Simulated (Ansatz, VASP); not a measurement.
**Two plane-wave programs on Bi**

The input INCAR:

```
PREC = Accurate
ENCUT = 520
EDIFF = 1E-6
ISMEAR = 0
SIGMA = 0.15
LREAL = False
LASPH = True
NELM = 80
ALGO = Fast
ISIF = 2
LWAVE = False
LCHARG = False
GGA = PS
IVDW = 12
NBANDS = 14
```

KPOINTS

```
regular mesh
0
Gamma
  16 16 16
```

The input POSCAR:

```
Bi
1.0
   -1.7988170112      2.1835907035      1.7891976689
    1.7988170112     -2.1835907035      1.7891976689
    1.7988170112      2.1835907035     -1.7891976689
Bi
1
Direct
    0.0000000000      0.0000000000      0.0000000000
```

Input for Ansatz:

```yaml
crystal:
  lattice:
    - [-1.7988170112, 2.1835907035, 1.7891976689]
    - [1.7988170112, -2.1835907035, 1.7891976689]
    - [1.7988170112, 2.1835907035, -1.7891976689]
  atoms:
    - { symbol: Bi, position: [0.0, 0.0, 0.0] }
basis:
  ecutwfc: 420
kpoints:
  mp_grid: { grid: [16, 16, 16] }
hamiltonian:
  xc: pbesol
  pseudopotentials: { kind: paw }
  dispersion: d3bj
scf:
  occupations: { method: gaussian, width: 0.15 }
output:
  forces: true
  stress: true
  eigenvalues: true
```

Change from the starting cell: strain +e along x and -e along y -0.1000, strain +e along z and -e/2 along x and y -0.0700.

Alike in both runs: task single point; functional PBEsol; dispersion D3(BJ); k mesh 16 × 16 × 16; occupations gaussian, width 0.15 eV; no spin polarisation.

```csv
,VASP,Ansatz
version,VASP 6.6.1,Ansatz 0.2.0
potentials or method,"VASP PAW PBE potentials, release 64 (Bi_d), cutoff 520 eV","scalar-relativistic, plane waves, PAW"
valence electrons in the cell,15,15
```

Ansatz gave:

| Quantity | Value |
| --- | --- |
| gap on the k mesh at the Fermi level (eV) | none |
| pressure (GPa) | 1.4 |
| traceless stress, the component that is largest in VASP (GPa) | -1.08 |

Which values does VASP return?

gap on the k mesh at the Fermi level (eV): none; pressure (GPa): 1.3; traceless stress, the component that is largest in VASP (GPa): -1.08.

VASP's potentials were made for PBE, not for PBEsol. A gap of «none» marks a metal or a gap that the smearing closes.

Neither program's run includes spin-orbit coupling.
